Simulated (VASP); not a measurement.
# CsSnI3: single point with PBE

The system is CsSnI3.

```
Cs Sn I
1.0
     6.24149    0.00000    0.00000
     0.00000    6.24149    0.00000
     0.00000    0.00000    6.24149
Cs Sn I
1 1 3
Direct
  0.00000 0.00000 0.00000
  0.50000 0.50000 0.50000
  0.50000 0.50000 0.00000
  0.50000 0.00000 0.50000
  0.00000 0.50000 0.50000
```

- Program: VASP 6.6.1
- Task: single point
- Functional: PBE
- Potentials or basis: VASP PAW PBE potentials, release 64 (Cs_sv, Sn_d, I)
- Cutoff: 520 eV
- k mesh: 4 × 4 × 4
- Occupations: fermi-dirac, width 0.02 eV
- Spin: no spin polarisation

- Pressure: 0.5 GPa
- Band gap on the k mesh: 0.38 eV

Levels at points of the mesh, in eV from the valence-band top:
| k point | band 19 | band 20 | band 21 | band 22 | band 23 | band 24 | band 25 | band 26 |
| --- | --- | --- | --- | --- | --- | --- | --- | --- |
| (0.00, 0.00, 0.00) | -2.24 | -2.09 | -2.09 | -2.09 | 2.25 | 3.20 | 3.20 | 3.54 |
| (0.50, 0.00, 0.00) | -2.40 | -2.21 | -2.21 | -1.52 | 1.13 | 3.76 | 3.98 | 4.28 |
| (0.50, 0.50, 0.00) | -2.54 | -2.44 | -1.68 | -0.75 | 0.82 | 0.82 | 3.97 | 4.26 |
| (0.50, 0.50, 0.50) | -1.66 | -1.66 | -1.66 | 0.00 | 0.38 | 0.38 | 0.38 | 3.07 |

It took 2.2 min on 1 thread of Intel(R) Xeon(R) Platinum 8259CL CPU @ 2.50GHz (Skylake/Cascade Lake) (shared host), peak memory 0.34 GiB.

Caveat: spin-orbit coupling is left out, which moves the levels of the heavy elements. A k mesh can miss the band edges.
